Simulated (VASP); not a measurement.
# Ag (Fm-3m) in VASP: notebook

Runs on Ag. Level: PBE. Tasks: electric field gradients.

Program: VASP 6.6.1. These are calculated values, not measurements. Logs are shortened: lines on timing, memory, paths and dates and some standing lists are left out, and cuts for length are marked.

## Step 1: The cell of the first run

The structure is cubic, space group Fm-3m (No. 225). Conventional cell: a = 4.031 Å, b = 4.031 Å, c = 4.031 Å, α = 90.00°, β = 90.00°, γ = 90.00°. Within 3.8 Å of Ag (site symmetry m-3m) lie 12 Ag at 2.85 Å.

## Step 2: Electric field gradients, PBE (volume scaled by 0.96)

File INCAR:

```
SYSTEM = Ag
ALGO = Normal
EDIFF = 1E-8
ENCUT = 520
GGA = PE
ISIF = 2
ISMEAR = -1
LASPH = .True.
LCHARG = .False.
LEFG = .True.
LREAL = .False.
LWAVE = .False.
NBANDS = 12
NELM = 80
PREC = Accurate
SIGMA = 0.05
```

File KPOINTS:

```
k-points
0
Gamma
  15 15 15
  0 0 0
```

File POSCAR:

```
Ag
1.0
    0.0000000000      2.0154871556      2.0154871556
    2.0154871556      0.0000000000      2.0154871556
    2.0154871556      2.0154871556      0.0000000000
Ag
1
Direct
    0.0000000000      0.0000000000      0.0000000000
```

Potentials or basis: VASP PAW PBE potentials, release 64 (Ag).

Started as:

```bash
> cat potpaw_PBE.64/Ag/POTCAR > POTCAR
> mpirun -np 1 vasp_std > vasp.out
```

OUTCAR:

```text
SYSTEM = Ag
   EDIFF = 1E-8
   ENCUT = 520
   GGA = PE
   ISIF = 2
   ISMEAR = -1
   LASPH = .True.
   LREAL = .False.
   NELM = 80
   PREC = Accurate

 ion  position               nearest neighbor table
   1  0.000  0.000  0.000-

  LATTYP: Found a face centered cubic cell.
 ALAT       =     4.0309743112

  Lattice vectors:

 A1 = (   0.0000000000,   2.0154871556,   2.0154871556)
 A2 = (   2.0154871556,   0.0000000000,   2.0154871556)
 A3 = (   2.0154871556,   2.0154871556,   0.0000000000)

Analysis of symmetry for initial positions (statically):
=====================================================================
 Subroutine PRICEL returns:
 Original cell was already a primitive cell.

 Routine SETGRP: Setting up the symmetry group for a
 face centered cubic supercell.

 Subroutine GETGRP returns: Found 48 space group operations
 (whereof 48 operations were pure point group operations)
 out of a pool of 48 trial point group operations.

The static configuration has the point symmetry O_h .

Analysis of symmetry for dynamics (positions and initial velocities):
=====================================================================
 Subroutine PRICEL returns:
 Original cell was already a primitive cell.

 Routine SETGRP: Setting up the symmetry group for a
 face centered cubic supercell.

 Subroutine GETGRP returns: Found 48 space group operations
 (whereof 48 operations were pure point group operations)
 out of a pool of 48 trial point group operations.

The dynamic configuration has the point symmetry O_h .

 Subroutine INISYM returns: Found 48 space group operations
 (whereof 48 operations are pure point group operations),
 and found     1 'primitive' translations

----------------------------------------------------------------------------------------

                                     Primitive cell

  volume of cell :      16.3746

  direct lattice vectors                    reciprocal lattice vectors
     0.000000000  2.015487156  2.015487156    -0.248078981  0.248078981  0.248078981
     2.015487156  0.000000000  2.015487156     0.248078981 -0.248078981  0.248078981
     2.015487156  2.015487156  0.000000000     0.248078981  0.248078981 -0.248078981

  length of vectors
     2.850329270  2.850329270  2.850329270     0.429685400  0.429685400  0.429685400

  position of ions in fractional coordinates (direct lattice)
     0.000000000  0.000000000  0.000000000

  ion indices of the primitive-cell ions
   primitive index   ion index
                 1           1

----------------------------------------------------------------------------------------

 KPOINTS: k-points

Automatic generation of k-mesh.
 Grid dimensions read from file:
 generate k-points for:   15   15   15

 Generating k-lattice:

  Cartesian coordinates                     Fractional coordinates (reciprocal lattice)
    -0.016538599  0.016538599  0.016538599     0.066666667  0.000000000  0.000000000
     0.016538599 -0.016538599  0.016538599     0.000000000  0.066666667  0.000000000
     0.016538599  0.016538599 -0.016538599     0.000000000  0.000000000  0.066666667

  Length of vectors
     0.028645693  0.028645693  0.028645693

  Shift w.r.t. Gamma in fractional coordinates (k-lattice)
     0.000000000  0.000000000  0.000000000

 Subroutine IBZKPT returns following result:
 ===========================================

 Found    120 irreducible k-points:

 Following reciprocal coordinates:
            Coordinates               Weight
  0.000000  0.000000  0.000000      1.000000
  0.066667  0.000000  0.000000      8.000000
  0.133333  0.000000  0.000000      8.000000
  0.200000  0.000000  0.000000      8.000000
  0.266667  0.000000  0.000000      8.000000
  0.333333  0.000000  0.000000      8.000000
[... 16 lines left out ...]
  0.133333  0.133333  0.000000      6.000000
  0.200000  0.133333  0.000000     24.000000
 [... further k-points ...]
   k-points           NKPTS =    120   k-points in BZ     NKDIM =    120   number of bands    NBANDS=     12
   number of dos      NEDOS =    301   number of ions     NIONS =      1
   total plane-waves  NPLWV =  13824
   dimension x,y,z NGX =    24 NGY =   24 NGZ =   24
   dimension x,y,z NGXF=    48 NGYF=   48 NGZF=   48
   ions per type =               1
   NGX,Y,Z   is equivalent  to a cutoff of  14.00, 14.00, 14.00 a.u.
   NGXF,Y,Z  is equivalent  to a cutoff of  28.00, 28.00, 28.00 a.u.
 SYSTEM =  Ag
   PREC   = accura    normal or accurate (medium, high low for compatibility)
   ISTART =      0    job   : 0-new  1-cont  2-samecut
   ICHARG =      2    charge: 1-file 2-atom 10-const
   ISPIN  =      1    spin polarized calculation?
   LNONCOLLINEAR =      F non collinear calculations
   LSORBIT =      F    spin-orbit coupling
   LASPH  =      T    aspherical Exc in radial PAW
   ENCUT  =  520.0 eV  38.22 Ry    6.18 a.u.   5.30  5.30  5.30*2*pi/ulx,y,z
   NELM   =     80;   NELMIN=  2; NELMDL= -5     # of ELM steps
   EDIFF  = 0.1E-07   stopping-criterion for ELM
   LREAL  =      F    real-space projection
   EDIFFG = 0.1E-06   stopping-criterion for IOM
   NSW    =      0    number of steps for IOM
   IBRION =     -1    ionic relax: 0-MD 1-quasi-New 2-CG
   NFREE  =      0    steps in history (QN), initial steepest desc. (CG)
   ISIF   =      2    stress and relaxation
   ISYM   =      2    0-nonsym 1-usesym 2-fastsym
   POTIM  = 0.5000    time-step for ionic-motion
   TEBEG  =    0.0;   TEEND  =   0.0 temperature during run
   PSTRESS=    0.0 pullay stress
   NELECT =      11.0000    total number of electrons
   NUPDOWN=      -1.0000    fix difference up-down
   EMIN   =  10.00;   EMAX   =-10.00  energy-range for DOS
   EFERMI =   0.00;   METHOD = LEGACY
   ISMEAR =    -1;   SIGMA  =   0.05  broadening in eV -4-tet -1-fermi 0-gaus
   EFERMI_NEDOS =   21; number of points for ismear=-14 and -15
   IALGO  =     38    algorithm
   IMIX   =      4    mixing-type and parameters
     AMIX     =   0.40;   BMIX     =  1.00
     AMIX_MAG =   1.60;   BMIX_MAG =  1.00
  volume/ion in A,a.u.               =      16.37       110.50
  Fermi-wavevector in a.u.,A,eV,Ry     =   1.433779  2.709450 27.969817  2.055724
  Thomas-Fermi vector in A             =   2.553260
   LORBIT       =      0    0 simple, 1 ext, 2 COOP (PROOUT), +10 PAW based schemes
   GGA     = PE    functional components
   LHFCALC =     F    Hartree Fock is set to
   AEXX    =    0.0000 exact exchange contribution
   IVDW    =     0    specifies the selected vdW correction
   LEPSILON=     F    determine dielectric tensor
   LRPA    =     F    only Hartree local field effects (RPA)
 non-spin polarized calculation
  energy-cutoff  :      520.00
  volume of cell :       16.37
 maximum number of plane-waves:       459
 NGX is ok and might be reduce to    24
   NGX = 11   NGY = 11   NGZ = 11

 number of electron      11.0000002 magnetization

 Free energy of the ion-electron system (eV)
  ---------------------------------------------------
  ext. energy  EPLUGINS =         0.00000000
  ---------------------------------------------------
  free energy    TOTEN  =        -2.67515387 eV

  energy without entropy =       -2.67176538  energy(sigma->0) =       -2.67345963

 E-fermi :   9.1730     XC(G=0): -12.4542

 val. band max:        9.1607913313   @ k =  -0.2667   0.2667   0.0000
 cond. band min:       9.1797166329   @ k =  -0.4000   0.1333   0.0000
 fundamental gap:      0.0189253016
 Fermi energy:         9.1729970016

 k-point     1 :       0.0000    0.0000    0.0000
  band No.  band energies     occupation
      1       0.9347      2.00000
      2       4.0421      2.00000
      3       4.0421      2.00000
      4       4.0421      2.00000
      5       5.1523      2.00000
      6       5.1523      2.00000
      7      25.1118      0.00000
      8      28.9306      0.00000
      9      28.9306      0.00000
     10      28.9306      0.00000
     11      33.8416      0.00000
     12      35.2590      0.00000

 k-point     2 :       0.0667    0.0000    0.0000
  band No.  band energies     occupation
      1       1.0781      2.00000
      2       4.0074      2.00000
      3       4.0830      2.00000
      4       4.0830      2.00000
      5       5.1364      2.00000
      6       5.1364      2.00000
      7      25.1551      0.00000
      8      27.7938      0.00000
      9      29.0082      0.00000
     10      29.0082      0.00000
     11      33.9495      0.00000
     12      35.0497      0.00000
[... 316 lines left out ...]
 k-point    24 :       0.2000    0.1333    0.0000
  band No.  band energies     occupation
      1       2.1054      2.00000
      2       3.6176      2.00000
      3       4.4240      2.00000
      4       4.4611      2.00000
      5       4.8838      2.00000
      6       5.3555      2.00000
      7      24.4376      0.00000
      8      25.9089      0.00000
      9      26.5255      0.00000
     10      27.9158      0.00000
     11      31.9432      0.00000
     12      34.7815      0.00000

 [... further k-points ...]
[... 5 lines left out ...]
  --------------------------------------------------------------------------------------
  -------------------------------------------------------------------------------------
  Total        0.9882954      0.9882954      0.9882954     -0.0000000      0.0000000      0.0000000
  in kB       96.7001756     96.7001756     96.7001756     -0.0000000      0.0000000      0.0000000
  external PRESSURE =      96.7001756 kB  Pullay stress =       0.0000000 kB

 VOLUME and BASIS-vectors are now :
 -----------------------------------------------------------------------------
  energy-cutoff  :      520.00
  volume of cell :       16.37
      direct lattice vectors                 reciprocal lattice vectors
     0.000000000  2.015487156  2.015487156    -0.248078981  0.248078981  0.248078981
     2.015487156  0.000000000  2.015487156     0.248078981 -0.248078981  0.248078981
     2.015487156  2.015487156  0.000000000     0.248078981  0.248078981 -0.248078981

 POSITION                                       TOTAL-FORCE (eV/Angst)
 -----------------------------------------------------------------------------------
      0.00000      0.00000      0.00000         0.000000      0.000000      0.000000
 -----------------------------------------------------------------------------------
    total drift:                               -0.000000     -0.000000     -0.000000

  FREE ENERGIE OF THE ION-ELECTRON SYSTEM (eV)
  ---------------------------------------------------
  free  energy   TOTEN  =        -2.6751538736 eV

  energy  without entropy=       -2.6717653846  energy(sigma->0) =       -2.67345963

 Electric field gradients (V/A^2)
---------------------------------------------------------------------
 ion       V_xx      V_yy      V_zz      V_xy      V_xz      V_yz
---------------------------------------------------------------------
   1      -0.000    -0.000     0.000     0.000     0.000     0.000
---------------------------------------------------------------------

 Electric field gradients after diagonalization (V/A^2)
 (convention: |V_zz| > |V_xx| > |V_yy|)
----------------------------------------------------------------------
 ion       V_xx      V_yy      V_zz     asymmetry (V_yy - V_xx)/ V_zz
----------------------------------------------------------------------
   1      -0.000    -0.000     0.001       0.000
----------------------------------------------------------------------

           NMR quadrupolar parameters

 Cq : quadrupolar parameter    Cq=e*Q*V_zz/h
 eta: asymmetry parameters     (V_yy - V_xx)/ V_zz
 Q  : nuclear electric quadrupole moment in mb (millibarn)
----------------------------------------------------------------------
 ion       Cq(MHz)       eta       Q (mb)
----------------------------------------------------------------------
   1       0.000       0.000       1.000
----------------------------------------------------------------------
```

Wall time 14 s (1 thread of AMD EPYC 9R45 (Zen 5), shared host); peak memory 0.12 GiB.

Results:

- Free energy: -2.6752 eV
- Pressure: 9.7 GPa

Caveat: without QUAD_EFG the Cq values of the log hold for a quadrupole moment of 1 mb, not for the nuclei.

## Step 3: Electric field gradients, PBE (volume scaled by 0.96)

File INCAR:

```
  ALGO = Normal
  EDIFF = 1E-8
  ENCUT = 520
  GGA = PE
  ISIF = 2
  ISMEAR = -1
  LASPH = T
  LCHARG = F
  LEFG = T
  LREAL = F
  LWAVE = F
  NBANDS = 12
  NELM = 80
  PREC = Accurate
  SIGMA = 0.05
```

File KPOINTS:

```
k-points
0
Gamma
  15 15 15
```

POSCAR is that of step 2.

Potentials or basis: VASP PAW PBE potentials, release 64 (Ag).

Started as:

```bash
> cat potpaw_PBE.64/Ag/POTCAR > POTCAR
> mpirun -np 1 vasp_std > vasp.out
```

OUTCAR:

```text
EDIFF = 1E-8
   ENCUT = 520
   GGA = PE
   ISIF = 2
   ISMEAR = -1
   LASPH = T
   LREAL = F
   NELM = 80
   PREC = Accurate

 ion  position               nearest neighbor table
   1  0.000  0.000  0.000-

  LATTYP: Found a face centered cubic cell.
 ALAT       =     4.0309743112

  Lattice vectors:

 A1 = (   0.0000000000,   2.0154871556,   2.0154871556)
 A2 = (   2.0154871556,   0.0000000000,   2.0154871556)
 A3 = (   2.0154871556,   2.0154871556,   0.0000000000)

Analysis of symmetry for initial positions (statically):
=====================================================================
 Subroutine PRICEL returns:
 Original cell was already a primitive cell.

 Routine SETGRP: Setting up the symmetry group for a
 face centered cubic supercell.

 Subroutine GETGRP returns: Found 48 space group operations
 (whereof 48 operations were pure point group operations)
 out of a pool of 48 trial point group operations.

The static configuration has the point symmetry O_h .

Analysis of symmetry for dynamics (positions and initial velocities):
=====================================================================
 Subroutine PRICEL returns:
 Original cell was already a primitive cell.

 Routine SETGRP: Setting up the symmetry group for a
 face centered cubic supercell.

 Subroutine GETGRP returns: Found 48 space group operations
 (whereof 48 operations were pure point group operations)
 out of a pool of 48 trial point group operations.

The dynamic configuration has the point symmetry O_h .

 Subroutine INISYM returns: Found 48 space group operations
 (whereof 48 operations are pure point group operations),
[... 153 lines left out ...]
      3       4.0421      2.00000
      4       4.0421      2.00000
      5       5.1523      2.00000
      6       5.1523      2.00000
      7      25.1118      0.00000
      8      28.9306      0.00000
      9      28.9306      0.00000
     10      28.9306      0.00000
     11      33.8416      0.00000
     12      35.2590      0.00000
[... 331 lines left out ...]
 k-point    24 :       0.2000    0.1333    0.0000
  band No.  band energies     occupation
      1       2.1054      2.00000
      2       3.6176      2.00000
      3       4.4240      2.00000
      4       4.4611      2.00000
      5       4.8838      2.00000
      6       5.3555      2.00000
      7      24.4376      0.00000
      8      25.9089      0.00000
      9      26.5255      0.00000
     10      27.9158      0.00000
     11      31.9432      0.00000
     12      34.7815      0.00000

 [... further k-points ...]
[... 5 lines left out ...]
  --------------------------------------------------------------------------------------
  -------------------------------------------------------------------------------------
  Total        0.9882954      0.9882954      0.9882954     -0.0000000      0.0000000      0.0000000
  in kB       96.7001756     96.7001756     96.7001756     -0.0000000      0.0000000      0.0000000
  external PRESSURE =      96.7001756 kB  Pullay stress =       0.0000000 kB

 VOLUME and BASIS-vectors are now :
 -----------------------------------------------------------------------------
  energy-cutoff  :      520.00
  volume of cell :       16.37
      direct lattice vectors                 reciprocal lattice vectors
     0.000000000  2.015487156  2.015487156    -0.248078981  0.248078981  0.248078981
     2.015487156  0.000000000  2.015487156     0.248078981 -0.248078981  0.248078981
     2.015487156  2.015487156  0.000000000     0.248078981  0.248078981 -0.248078981

 POSITION                                       TOTAL-FORCE (eV/Angst)
 -----------------------------------------------------------------------------------
      0.00000      0.00000      0.00000         0.000000      0.000000      0.000000
 -----------------------------------------------------------------------------------
    total drift:                               -0.000000     -0.000000     -0.000000

  FREE ENERGIE OF THE ION-ELECTRON SYSTEM (eV)
  ---------------------------------------------------
  free  energy   TOTEN  =        -2.6751538736 eV

  energy  without entropy=       -2.6717653846  energy(sigma->0) =       -2.67345963

 Electric field gradients (V/A^2)
---------------------------------------------------------------------
 ion       V_xx      V_yy      V_zz      V_xy      V_xz      V_yz
---------------------------------------------------------------------
   1      -0.000    -0.000     0.000     0.000     0.000     0.000
---------------------------------------------------------------------

 Electric field gradients after diagonalization (V/A^2)
 (convention: |V_zz| > |V_xx| > |V_yy|)
----------------------------------------------------------------------
 ion       V_xx      V_yy      V_zz     asymmetry (V_yy - V_xx)/ V_zz
----------------------------------------------------------------------
   1      -0.000    -0.000     0.001       0.000
----------------------------------------------------------------------

           NMR quadrupolar parameters

 Cq : quadrupolar parameter    Cq=e*Q*V_zz/h
 eta: asymmetry parameters     (V_yy - V_xx)/ V_zz
 Q  : nuclear electric quadrupole moment in mb (millibarn)
----------------------------------------------------------------------
 ion       Cq(MHz)       eta       Q (mb)
----------------------------------------------------------------------
   1       0.000       0.000       1.000
----------------------------------------------------------------------
```

OSZICAR:

```text
N       E                     dE             d eps       ncg     rms          rms(c)
DAV:   1     0.536112639309E+02    0.53611E+02   -0.55375E+03  2888   0.832E+02
DAV:   2    -0.210239600658E+01   -0.55714E+02   -0.53212E+02  3348   0.200E+02
DAV:   3    -0.294336895330E+01   -0.84097E+00   -0.84050E+00  3388   0.257E+01
DAV:   4    -0.294587577819E+01   -0.25068E-02   -0.25067E-02  3356   0.147E+00
DAV:   5    -0.294589429866E+01   -0.18520E-04   -0.18521E-04  3396   0.114E-01    0.584E+00
DAV:   6    -0.268884522960E+01    0.25705E+00   -0.96049E-01  3164   0.888E+00    0.370E+00
DAV:   7    -0.267852382672E+01    0.10321E-01   -0.13376E-02  3348   0.108E+00    0.204E+00
DAV:   8    -0.267514381839E+01    0.33800E-02   -0.70525E-04  3244   0.192E-01    0.107E-01
DAV:   9    -0.267514917430E+01   -0.53559E-05   -0.80414E-06  3336   0.219E-02    0.268E-02
DAV:  10    -0.267515448421E+01   -0.53099E-05   -0.38319E-06  3324   0.180E-02    0.702E-03
DAV:  11    -0.267515393182E+01    0.55239E-06   -0.96933E-08  3380   0.256E-03    0.666E-04
DAV:  12    -0.267515387592E+01    0.55898E-07   -0.34743E-09  2184   0.530E-04    0.389E-05
DAV:  13    -0.267515387363E+01    0.22958E-08   -0.10147E-10  1756   0.103E-04
   1 F= -.26751539E+01 E0= -.26734596E+01  d E =-.338849E-02
```

stdout:

```text
POSCAR found type information on POSCAR Ag
 POSCAR found :  1 types and       1 ions
 scaLAPACK will be used
 LDA part: xc-table for (Slater+PW92), standard interpolation
 POSCAR, INCAR and KPOINTS ok, starting setup
 FFT: planning ... GRIDC
 FFT: planning ... GRID_SOFT
 FFT: planning ... GRID
 WAVECAR not read
 entering main loop
ion   1
```

Run time: 14 s. Hardware: 1 thread of AMD EPYC 9R45 (Zen 5), shared host; peak memory 0.12 GiB.

What came out:

| Quantity | Value |
| --- | --- |
| Free energy | -2.6752 eV |
| Pressure | 9.7 GPa |

Levels at points of the mesh, in eV from the Fermi level:
```
           k point  band 4  band 5  band 6  band 7  band 8  band 9
(0.00, 0.00, 0.00)   -5.13   -4.02   -4.02   15.94   19.76   19.76
```

Caveat: without QUAD_EFG the Cq values of the log hold for a quadrupole moment of 1 mb, not for the nuclei.
